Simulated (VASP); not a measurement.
A run of VASP 6.6.1 is set up as follows.

INCAR

```
  ALGO = Fast
  EDIFF = 1E-6
  ENCUT = 520
  GGA = PE
  ISIF = 2
  ISMEAR = 0
  LASPH = True
  LCHARG = False
  LREAL = False
  LWAVE = False
  NBANDS = 38
  NELM = 80
  PREC = Accurate
  SIGMA = 0.1
```

File KPOINTS:

```
k-points
0
Gamma
  12 12 8
```

POSCAR

```
Ta5Si
1.0
    4.7528968759      0.0000000000      0.0000000000
   -2.3764484379      4.1161294361      0.0000000000
    0.0000000000      0.0000000000      5.4325291853
Ta Si
5 1
Direct
    0.3333333333      0.6666666667      0.2564534973
    0.3333333333      0.6666666667      0.7435465027
    0.6666666667      0.3333333333      0.7435465027
    0.6666666667      0.3333333333      0.2564534973
    0.0000000000      0.0000000000      0.5000000000
    0.0000000000      0.0000000000      0.0000000000
```

Potentials or basis: VASP PAW PBE potentials, release 64 (Ta_pv, Si).

Launch:

```bash
$ cat potpaw_PBE.64/Ta_pv/POTCAR potpaw_PBE.64/Si/POTCAR > POTCAR
$ mpirun -np 1 vasp_std > vasp.out
```

(1) Predict the pressure.

(2) What does it give for the band gap on the k mesh?

Results:

(1) 0.1 GPa.

(2) zero (an odd number of electrons rules out a gap without spin polarisation).

Caveat: spin-orbit coupling is left out, which moves the levels of the heavy elements.
